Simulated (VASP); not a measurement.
# Si2C (P-3m1) in VASP: a series of runs

The runs below take Si2C through single point, relaxation of cell and atoms, with PBE.

Program: VASP 6.6.1. These are calculated values, not measurements. Logs are shortened: lines on timing, memory, paths and dates and some standing lists are left out, and cuts for length are marked.

## 1. The cell of the first run

It takes space group P-3m1 (No. 164, trigonal). The conventional cell has a = 3.211 Å, b = 3.211 Å, c = 8.905 Å, α = 90.00°, β = 90.00°, γ = 120.00°. Si (site symmetry 3m) has 4 Si at 2.26 to 2.34 Å within 3.0 Å. Si (site symmetry 3m) has 3 C at 1.96 Å and 1 Si at 2.34 Å within 2.6 Å. C (site symmetry 3m) has 1 C at 1.62 Å and 3 Si at 1.96 Å within 2.2 Å.

## 2. Single point, PBE

The input, INCAR:

```
PREC = Accurate
ENCUT = 520
EDIFF = 1E-7
ISMEAR = 0
SIGMA = 0.1
LREAL = False
LASPH = True
NELM = 80
ALGO = Normal
ISIF = 2
LWAVE = False
LCHARG = False
GGA = PE
NBANDS = 21
```

The input, KPOINTS:

```
regular mesh
0
Gamma
  6 6 2
```

The input, POSCAR:

```
Si2C
1.0
    3.2114014936      0.0000000027      0.0000000000
   -1.6057007491      2.7811552739      0.0000000000
    0.0000000000      0.0000000000      8.9054525263
Si C
4 2
Direct
    0.3333333333      0.6666666667      0.0730167105
    0.6666666667      0.3333333333      0.6639021336
    0.3333333333      0.6666666667      0.3360978664
    0.6666666667      0.3333333333      0.9269832895
    0.0000000000      0.0000000000      0.4090390565
    0.0000000000      0.0000000000      0.5909609435
```

Potentials or basis: VASP PAW PBE potentials, release 64 (Si, C).

Launch:

```bash
> cat potpaw_PBE.64/Si/POTCAR potpaw_PBE.64/C/POTCAR > POTCAR
> mpirun -np 1 vasp_std > vasp.out
```

OUTCAR:

```text
PREC = Accurate
   ENCUT = 520
   EDIFF = 1E-7
   ISMEAR = 0
   LREAL = False
   LASPH = True
   NELM = 80
   ISIF = 2
   GGA = PE

 ion  position               nearest neighbor table
   1  0.333  0.667  0.073-   4 2.26   4 2.26   4 2.26   3 2.34
   2  0.667  0.333  0.664-   6 1.96   6 1.96   6 1.96   4 2.34
   3  0.333  0.667  0.336-   5 1.96   5 1.96   5 1.96   1 2.34
   4  0.667  0.333  0.927-   1 2.26   1 2.26   1 2.26   2 2.34
   5  0.000  0.000  0.409-   6 1.62   3 1.96   3 1.96   3 1.96
   6  0.000  0.000  0.591-   5 1.62   2 1.96   2 1.96   2 1.96

  LATTYP: Found a hexagonal cell.
 ALAT       =     3.2114014936
 C/A-ratio  =     2.7730735456

  Lattice vectors:

 A1 = (   3.2114014936,   0.0000000027,   0.0000000000)
 A2 = (  -1.6057007491,   2.7811552739,   0.0000000000)
 A3 = (   0.0000000000,   0.0000000000,   8.9054525263)

Analysis of symmetry for initial positions (statically):
=====================================================================
 Subroutine PRICEL returns:
 Original cell was already a primitive cell.

 Routine SETGRP: Setting up the symmetry group for a
 hexagonal supercell.

 Subroutine GETGRP returns: Found 12 space group operations
 (whereof 12 operations were pure point group operations)
 out of a pool of 24 trial point group operations.

The static configuration has the point symmetry D_3d.

Analysis of symmetry for dynamics (positions and initial velocities):
=====================================================================
 Subroutine PRICEL returns:
 Original cell was already a primitive cell.

 Routine SETGRP: Setting up the symmetry group for a
 hexagonal supercell.

 Subroutine GETGRP returns: Found 12 space group operations
 (whereof 12 operations were pure point group operations)
 out of a pool of 24 trial point group operations.

The dynamic configuration has the point symmetry D_3d.

 Subroutine INISYM returns: Found 12 space group operations
 (whereof 12 operations are pure point group operations),
 and found     1 'primitive' translations

----------------------------------------------------------------------------------------

                                     Primitive cell

  volume of cell :      79.5382

  direct lattice vectors                    reciprocal lattice vectors
     3.211401494  0.000000003  0.000000000     0.311390526  0.179781404  0.000000000
    -1.605700749  2.781155274  0.000000000    -0.000000000  0.359562808  0.000000000
     0.000000000  0.000000000  8.905452526     0.000000000  0.000000000  0.112290756

  length of vectors
     3.211401494  3.211401494  8.905452526     0.359562808  0.359562808  0.112290756

  position of ions in fractional coordinates (direct lattice)
     0.333333333  0.666666667  0.073016710
     0.666666667  0.333333333  0.663902134
     0.333333333  0.666666667  0.336097866
     0.666666667  0.333333333  0.926983290
     0.000000000  0.000000000  0.409039056
     0.000000000  0.000000000  0.590960944

  ion indices of the primitive-cell ions
   primitive index   ion index
                 1           1
                 2           2
                 3           3
                 4           4
                 5           5
                 6           6

----------------------------------------------------------------------------------------

 KPOINTS: regular mesh

Automatic generation of k-mesh.
 Grid dimensions read from file:
 generate k-points for:    6    6    2

 Generating k-lattice:

  Cartesian coordinates                     Fractional coordinates (reciprocal lattice)
     0.051898421  0.029963567  0.000000000     0.166666667  0.000000000  0.000000000
    -0.000000000  0.059927135  0.000000000    -0.000000000  0.166666667  0.000000000
     0.000000000  0.000000000  0.056145378     0.000000000  0.000000000  0.500000000

  Length of vectors
     0.059927135  0.059927135  0.056145378

  Shift w.r.t. Gamma in fractional coordinates (k-lattice)
     0.000000000  0.000000000  0.000000000

 Subroutine IBZKPT returns following result:
 ===========================================

 Found     14 irreducible k-points:

 Following reciprocal coordinates:
            Coordinates               Weight
  0.000000  0.000000  0.000000      1.000000
  0.166667  0.000000  0.000000      6.000000
  0.333333  0.000000  0.000000      6.000000
  0.500000  0.000000  0.000000      3.000000
  0.166667  0.166667  0.000000      6.000000
  0.333333  0.166667  0.000000     12.000000
  0.333333  0.333333  0.000000      2.000000
  0.000000  0.000000  0.500000      1.000000
  0.166667  0.000000  0.500000      6.000000
  0.333333  0.000000  0.500000      6.000000
  0.500000  0.000000  0.500000      3.000000
  0.166667  0.166667  0.500000      6.000000
  0.333333  0.166667  0.500000     12.000000
  0.333333  0.333333  0.500000      2.000000
   k-points           NKPTS =     14   k-points in BZ     NKDIM =     14   number of bands    NBANDS=     21
   number of dos      NEDOS =    301   number of ions     NIONS =      6
   total plane-waves  NPLWV =  40320
   dimension x,y,z NGX =    24 NGY =   24 NGZ =   70
   dimension x,y,z NGXF=    48 NGYF=   48 NGZF=  140
   ions per type =               4   2
   NGX,Y,Z   is equivalent  to a cutoff of  12.42, 12.42, 13.07 a.u.
   NGXF,Y,Z  is equivalent  to a cutoff of  24.85, 24.85, 26.14 a.u.
 SYSTEM =  unknown system
   PREC   = accura    normal or accurate (medium, high low for compatibility)
   ISTART =      0    job   : 0-new  1-cont  2-samecut
   ICHARG =      2    charge: 1-file 2-atom 10-const
   ISPIN  =      1    spin polarized calculation?
   LNONCOLLINEAR =      F non collinear calculations
   LSORBIT =      F    spin-orbit coupling
   LASPH  =      T    aspherical Exc in radial PAW
   ENCUT  =  520.0 eV  38.22 Ry    6.18 a.u.   5.97  5.97 16.56*2*pi/ulx,y,z
   NELM   =     80;   NELMIN=  2; NELMDL= -5     # of ELM steps
   EDIFF  = 0.1E-06   stopping-criterion for ELM
   LREAL  =      F    real-space projection
   EDIFFG = 0.1E-05   stopping-criterion for IOM
   NSW    =      0    number of steps for IOM
   IBRION =     -1    ionic relax: 0-MD 1-quasi-New 2-CG
   NFREE  =      0    steps in history (QN), initial steepest desc. (CG)
   ISIF   =      2    stress and relaxation
   ISYM   =      2    0-nonsym 1-usesym 2-fastsym
   POTIM  = 0.5000    time-step for ionic-motion
   TEBEG  =    0.0;   TEEND  =   0.0 temperature during run
   PSTRESS=    0.0 pullay stress
   NELECT =      24.0000    total number of electrons
   NUPDOWN=      -1.0000    fix difference up-down
   EMIN   =  10.00;   EMAX   =-10.00  energy-range for DOS
   EFERMI =   0.00;   METHOD = LEGACY
   ISMEAR =     0;   SIGMA  =   0.10  broadening in eV -4-tet -1-fermi 0-gaus
   EFERMI_NEDOS =   21; number of points for ismear=-14 and -15
   IALGO  =     38    algorithm
   IMIX   =      4    mixing-type and parameters
     AMIX     =   0.40;   BMIX     =  1.00
     AMIX_MAG =   1.60;   BMIX_MAG =  1.00
  volume/ion in A,a.u.               =      13.26        89.46
  Fermi-wavevector in a.u.,A,eV,Ry     =   1.098045  2.075003 16.404570  1.205702
  Thomas-Fermi vector in A             =   2.234415
   LORBIT       =      0    0 simple, 1 ext, 2 COOP (PROOUT), +10 PAW based schemes
   GGA     = PE    functional components
   LHFCALC =     F    Hartree Fock is set to
   AEXX    =    0.0000 exact exchange contribution
   IVDW    =     0    specifies the selected vdW correction
   LEPSILON=     F    determine dielectric tensor
   LRPA    =     F    only Hartree local field effects (RPA)
 non-spin polarized calculation
 Gauss-broadening in eV      SIGMA  =   0.10
  energy-cutoff  :      520.00
  volume of cell :       79.54
 maximum number of plane-waves:      2166
 NGX is ok and might be reduce to    24
   NGX = 11   NGY = 11   NGZ = 33

 number of electron      24.0000000 magnetization

 Free energy of the ion-electron system (eV)
  ---------------------------------------------------
  ext. energy  EPLUGINS =         0.00000000
  ---------------------------------------------------
  free energy    TOTEN  =       -38.03074541 eV

  energy without entropy =      -38.02323779  energy(sigma->0) =      -38.02699160

 E-fermi :   8.5938     XC(G=0): -10.6664

 val. band max:        8.4833582704   @ k =   0.3333   0.1667   0.0000
 cond. band min:       8.6385283122   @ k =   0.3333   0.3333   0.0000
 fundamental gap:      0.1551700418
 Fermi energy:         8.5937907318

 k-point     1 :       0.0000    0.0000    0.0000
  band No.  band energies     occupation
      1      -8.1992      2.00000
      2      -5.0875      2.00000
      3      -4.5689      2.00000
      4       0.0869      2.00000
      5       0.8416      2.00000
      6       4.8211      2.00000
[... 13 lines left out ...]
     20      14.2811      0.00000
     21      14.2811      0.00000

 k-point     2 :       0.1667    0.0000    0.0000
  band No.  band energies     occupation
      1      -7.8121      2.00000
      2      -4.6537      2.00000
      3      -4.0849      2.00000
      4       0.3140      2.00000
      5       1.1897      2.00000
      6       3.1190      2.00000
[... 13 lines left out ...]
     20      14.0200      0.00000
     21      14.6533      0.00000

 k-point     3 :       0.3333    0.0000    0.0000
  band No.  band energies     occupation
      1      -6.7763      2.00000
      2      -3.4369      2.00000
      3      -2.7028      2.00000
      4      -0.3559      2.00000
      5       1.2717      2.00000
      6       2.1714      2.00000
[... 13 lines left out ...]
     20      14.4769      0.00000
     21      14.6108      0.00000

 k-point     4 :       0.5000    0.0000    0.0000
  band No.  band energies     occupation
      1      -5.9454      2.00000
      2      -2.4977      2.00000
      3      -1.6167      2.00000
      4      -0.5303      2.00000
      5      -0.3142      2.00000
      6       0.9110      2.00000
[... 13 lines left out ...]
     20      13.8658      0.00000
     21      14.5034      0.00000

 k-point     5 :       0.1667    0.1667    0.0000
  band No.  band energies     occupation
      1      -7.0921      2.00000
      2      -3.8187      2.00000
      3      -3.1441      2.00000
      4       0.2137      2.00000
      5       1.5850      2.00000
      6       2.1904      2.00000
[... 13 lines left out ...]
     20      14.4987      0.00000
     21      14.7442      0.00000

 k-point     6 :       0.3333    0.1667    0.0000
  band No.  band energies     occupation
      1      -6.0240      2.00000
      2      -2.4381      2.00000
      3      -1.6804      2.00000
      4      -0.6659      2.00000
      5       0.3767      2.00000
      6       2.0183      2.00000
[... 13 lines left out ...]
     20      14.5829      0.00000
     21      15.2032      0.00000

 k-point     7 :       0.3333    0.3333    0.0000
  band No.  band energies     occupation
      1      -5.5651      2.00000
      2      -1.5286      2.00000
      3      -0.9900      2.00000
      4      -0.9900      2.00000
      5       0.8649      2.00000
      6       0.8649      2.00000
[... 13 lines left out ...]
     20      15.0686      0.00000
     21      15.0910      0.00000
[... 51 lines left out ...]
      1      -6.7703      2.00000
      2      -3.6866      2.00000
      3      -2.1301      2.00000
      4      -0.8075      2.00000
      5       1.0484      2.00000
      6       2.3169      2.00000
[... 13 lines left out ...]
     20      15.2295      0.00000
     21      15.7826      0.00000

 k-point    11 :       0.5000    0.0000    0.5000
  band No.  band energies     occupation
      1      -5.9445      2.00000
      2      -2.4643      2.00000
      3      -1.5377      2.00000
      4      -1.2159      2.00000
      5       0.7892      2.00000
      6       0.8630      2.00000
[... 13 lines left out ...]
     20      15.1637      0.00000
     21      15.9640      0.00000

 k-point    12 :       0.1667    0.1667    0.5000
  band No.  band energies     occupation
      1      -7.0847      2.00000
      2      -4.1061      2.00000
      3      -2.5403      2.00000
      4      -0.5908      2.00000
      5       1.6262      2.00000
      6       2.6274      2.00000
[... 13 lines left out ...]
     20      14.3802      0.00000
     21      15.1303      0.00000

 k-point    13 :       0.3333    0.1667    0.5000
  band No.  band energies     occupation
      1      -6.0217      2.00000
      2      -2.5578      2.00000
      3      -1.2980      2.00000
      4      -1.0299      2.00000
      5       0.6755      2.00000
      6       1.7648      2.00000
[... 13 lines left out ...]
     20      14.5209      0.00000
     21      15.1312      0.00000

 k-point    14 :       0.3333    0.3333    0.5000
  band No.  band energies     occupation
      1      -5.5648      2.00000
      2      -1.5382      2.00000
      3      -0.9530      2.00000
      4      -0.9530      2.00000
      5       0.6060      2.00000
      6       0.6060      2.00000
[... 13 lines left out ...]
     20      14.7743      0.00000
     21      17.4006      0.00000

------------------------ aborting loop because EDIFF is reached ----------------------------------------

  FORCE on cell =-STRESS in cart. coord.  units (eV):
  Direction    XX          YY          ZZ          XY          YZ          ZX
  --------------------------------------------------------------------------------------
  -------------------------------------------------------------------------------------
  Total       -0.0341951     -0.0341951      0.0387633     -0.0000000     -0.0000000      0.0000000
  in kB       -0.6888086     -0.6888086      0.7808273     -0.0000000     -0.0000000      0.0000000
  external PRESSURE =      -0.1989300 kB  Pullay stress =       0.0000000 kB

 VOLUME and BASIS-vectors are now :
 -----------------------------------------------------------------------------
  energy-cutoff  :      520.00
  volume of cell :       79.54
      direct lattice vectors                 reciprocal lattice vectors
     3.211401494  0.000000003  0.000000000     0.311390526  0.179781404  0.000000000
    -1.605700749  2.781155274  0.000000000    -0.000000000  0.359562808  0.000000000
     0.000000000  0.000000000  8.905452526     0.000000000  0.000000000  0.112290756

 POSITION                                       TOTAL-FORCE (eV/Angst)
 -----------------------------------------------------------------------------------
     -0.00000      1.85410      0.65025        -0.000000     -0.000000     -0.003687
      1.60570      0.92705      5.91235         0.000000     -0.000000      0.018843
     -0.00000      1.85410      2.99310        -0.000000      0.000000     -0.018843
      1.60570      0.92705      8.25521        -0.000000      0.000000      0.003687
      0.00000      0.00000      3.64268         0.000000     -0.000000     -0.028584
      0.00000      0.00000      5.26277        -0.000000      0.000000      0.028584
 -----------------------------------------------------------------------------------
    total drift:                                0.000000     -0.000000      0.000000

  FREE ENERGIE OF THE ION-ELECTRON SYSTEM (eV)
  ---------------------------------------------------
  free  energy   TOTEN  =       -38.0307454077 eV

  energy  without entropy=      -38.0232377926  energy(sigma->0) =      -38.02699160
```

It took 30 s on 1 thread of Intel Xeon 8259CL, shared host; peak memory 0.19 GiB.

Results:

- Free energy: -38.0307 eV
- Pressure: 0.0 GPa
- Largest force: 0.029 eV/Å
- Band gap on the k mesh: zero (bands 12 and 13 overlap by 2.69 eV)

Forces in eV/Å, atoms in the order of the input:
```
Si   0.000  0.000 -0.004
Si   0.000  0.000  0.019
Si   0.000  0.000 -0.019
Si   0.000  0.000  0.004
C    0.000  0.000 -0.029
C    0.000  0.000  0.029
```

Levels at points of the mesh, in eV from the Fermi level:
```tsv
k point	band 9	band 10	band 11	band 12	band 13	band 14	band 15	band 16
(0.00, 0.00, 0.00)	-1.14	-1.14	0.78	1.38	1.89	1.89	3.97	4.32
(0.50, 0.00, 0.00)	-4.25	-3.99	-2.70	-0.97	-0.83	0.52	2.47	2.54
(0.00, 0.00, 0.50)	-1.14	-1.14	1.38	1.87	1.87	2.16	3.96	4.13
(0.50, 0.00, 0.50)	-5.29	-2.85	-2.74	-0.72	0.15	0.71	0.96	2.19
```

Caveat: the k points lie up to 0.38 Å⁻¹ apart, too coarse for converged energies and pressures of a metal.

## 3. Single point, PBE

This run uses another cell than the first one, of 14.40 Å³/atom.

The input, INCAR:

```
SYSTEM = Si2C
PREC = Accurate
ENCUT = 520
EDIFF = 1E-7
ISMEAR = 0
SIGMA = 0.1
LREAL = .FALSE.
LASPH = .TRUE.
NELM = 80
ALGO = Normal
ISIF = 2
LWAVE = .FALSE.
LCHARG = .TRUE.
GGA = PE
LELF = .TRUE.
LVHAR = .TRUE.
NBANDS = 21
```

The input, KPOINTS:

```
regular mesh
0
G
  6 6 2
  0 0 0
```

The input, POSCAR:

```
Si2C
1.0
    3.4407771500      0.0000000000      0.0000000000
   -1.7203885800      2.9798004200      0.0000000000
    0.0000000000      0.0000000000      8.4281483500
Si C
4 2
Direct
    0.3333333300      0.6666666700      0.0416666700
    0.6666666700      0.3333333300      0.7083333300
    0.3333333300      0.6666666700      0.2916666700
    0.6666666700      0.3333333300      0.9583333300
    0.0000000000      0.0000000000      0.3750000000
    0.0000000000      0.0000000000      0.6250000000
```

Potentials or basis: VASP PAW PBE potentials, release 64 (Si, C).

Launch:

```bash
> cat potpaw_PBE.64/Si/POTCAR potpaw_PBE.64/C/POTCAR > POTCAR
> mpirun -np 1 vasp_std > vasp.out
```

It took 52 s on 1 thread of Intel Xeon 8259CL, shared host; peak memory 0.21 GiB.

Results (log left out):

```
Free energy            : -34.8921 eV
Pressure               : 5.0 GPa
Largest force          : 6.295 eV/Å
Band gap on the k mesh : 0.68 eV (least direct gap 2.05 eV)
```

Forces on the atoms (eV/Å):
```
Si   0.000  0.000 -0.005
Si   0.000  0.000 -6.295
Si   0.000  0.000  6.295
Si   0.000  0.000  0.005
C    0.000  0.000  0.371
C    0.000  0.000 -0.371
```

Stress tensor (GPa, compression positive):
```
-0.50  0.00  0.00
 0.00 -0.50  0.00
 0.00  0.00 15.97
```

Levels at points of the mesh, in eV from the valence-band top:
```
           k point  band 10  band 11  band 12  band 13  band 14  band 15
(0.00, 0.00, 0.00)    -0.08     0.00     0.00     2.58     2.71     3.21
(0.50, 0.00, 0.00)    -2.59    -1.87    -1.64     0.95     1.01     2.77
(0.00, 0.00, 0.50)    -0.45    -0.27    -0.27     2.16     3.25     3.40
(0.50, 0.00, 0.50)    -2.51    -1.17    -1.11     1.11     1.67     2.17
```

Caveat: the cell stands under pressure; forces of over 1 eV/Å act on the atoms, so gaps and moduli don't describe the material at rest. A k mesh can miss the band edges.

(Continued in part 2 of 2.)
